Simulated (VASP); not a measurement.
Here is a VASP 6.6.1 calculation.

File POSCAR:

```
NbP2
1.0
    0.0000000000      3.5114726301      3.5114726301
    3.5114726301      0.0000000000      3.5114726301
    3.5114726301      3.5114726301      0.0000000000
Nb P
2 4
Direct
    0.0000000000      0.0000000000      0.0000000000
    0.2500000000      0.2500000000      0.2500000000
    0.6250000000      0.6250000000      0.6250000000
    0.1250000000      0.6250000000      0.6250000000
    0.6250000000      0.6250000000      0.1250000000
    0.6250000000      0.1250000000      0.6250000000
```

File INCAR.step1:

```
PREC = Accurate
ENCUT = 520
ISMEAR = 0
SIGMA = 0.1
LREAL = False
LASPH = True
NELM = 100
NBANDS = 32
GGA = PE
ALGO = Normal
EDIFF = 1E-4
LWAVE = True
LCHARG = False
```

Contents of INCAR.step2:

```
PREC = Accurate
ENCUT = 520
EDIFF = 1E-7
ISMEAR = 0
SIGMA = 0.1
LREAL = False
LASPH = True
NELM = 100
ALGO = Normal
ISIF = 2
LWAVE = False
LCHARG = True
METAGGA = R2SCAN
LMIXTAU = True
LELF = True
LVHAR = True
NBANDS = 32
ISTART = 1
```

File KPOINTS:

```
Automatic mesh
0
Gamma
  4 4 4
```

Potentials or basis: VASP PAW PBE potentials, release 64 (Nb_sv, P).

Launch:

```console
$ cat potpaw_PBE.64/Nb_sv/POTCAR potpaw_PBE.64/P/POTCAR > POTCAR
$ cp INCAR.step1 INCAR
$ mpirun -np 1 vasp_std > vasp.out
$ cp INCAR.step2 INCAR
$ mpirun -np 1 vasp_std > vasp.out
```

(1) Estimate the pressure.

(2) Predict the band gap on the k mesh.

## Answers

(1) -0.2 GPa.

(2) zero (bands 23 and 24 overlap by 2.17 eV).

Caveat: the k points lie up to 0.39 Å⁻¹ apart, too coarse for converged energies and pressures of a metal; the PAW data sets were made with another functional, which shifts forces and pressure a little.
